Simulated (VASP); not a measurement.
The system is NbSnSe4.

```
Nb Sn Se
1.0
     3.66000    0.00000    0.00000
    -1.83000    3.16965    0.00000
     0.00000    0.00000   12.80000
Nb Sn Se
1 1 4
Direct
  0.00000 0.00000 0.00000
  0.00000 0.00000 0.50000
  0.66667 0.33333 0.37600
  0.33333 0.66667 0.62400
  0.66667 0.33333 0.87000
  0.33333 0.66667 0.13000
```

| Property | Result |
| --- | --- |
| Program | VASP 6.6.1 |
| Task | relaxation of cell and atoms |
| Functional | PBE |
| Potentials or basis | VASP PAW PBE potentials, release 64 (Nb_sv, Sn_d, Se) |
| Cutoff | 500 eV |
| k mesh | 4 × 4 × 1 |
| Occupations | gaussian, width 0.15 eV |
| Spin | no spin polarisation |

At the start: pressure 1.6 GPa; volume 24.75 Å³/atom.

Q: How do energy, volume and symmetry change on relaxing?

A: Over 4 steps the energy falls by 24.5 meV/atom and the volume is 25.38 Å³/atom (+2.5 %); space group P-3m1 (No. 164, to 0.1 Å) before and after.

Step by step:
| step | energy change (eV) | largest force (eV/Å) | pressure (GPa) | volume (Å³) |
| --- | --- | --- | --- | --- |
| 1 | 0.0000 | 0.8489 | 1.61 | 148.49 |
| 2 | -0.0964 | 0.7145 | -1.24 | 153.88 |
| 3 | -0.0976 | 0.7131 | -1.54 | 154.56 |
| 4 | -0.1469 | 0.0528 | 0.34 | 152.27 |

Final structure:
```cif
data_structure
_symmetry_space_group_name_H-M 'P 1'
_symmetry_Int_Tables_number 1
_cell_length_a 3.7167
_cell_length_b 3.7167
_cell_length_c 12.7284
_cell_angle_alpha 90.000
_cell_angle_beta 90.000
_cell_angle_gamma 120.000
_cell_volume 152.27
loop_
_atom_site_label
_atom_site_type_symbol
_atom_site_fract_x
_atom_site_fract_y
_atom_site_fract_z
_atom_site_occupancy
Nb1 Nb 0.00000 0.00000 0.00000 1
Sn1 Sn 0.00000 0.00000 0.50000 1
Se1 Se 0.66667 0.33333 0.37052 1
Se2 Se 0.33333 0.66667 0.62948 1
Se3 Se 0.66667 0.33333 0.87748 1
Se4 Se 0.33333 0.66667 0.12252 1
```

Caveat: the k points lie up to 0.49 Å⁻¹ apart in the final cell, too coarse for converged energies and pressures of a metal; this functional lacks dispersion, which binds the layers, so the pressure and a relaxed spacing across them are unreliable; the relaxation stopped at a loose force limit of 0.08 eV/Å, so its end isn't a converged minimum.
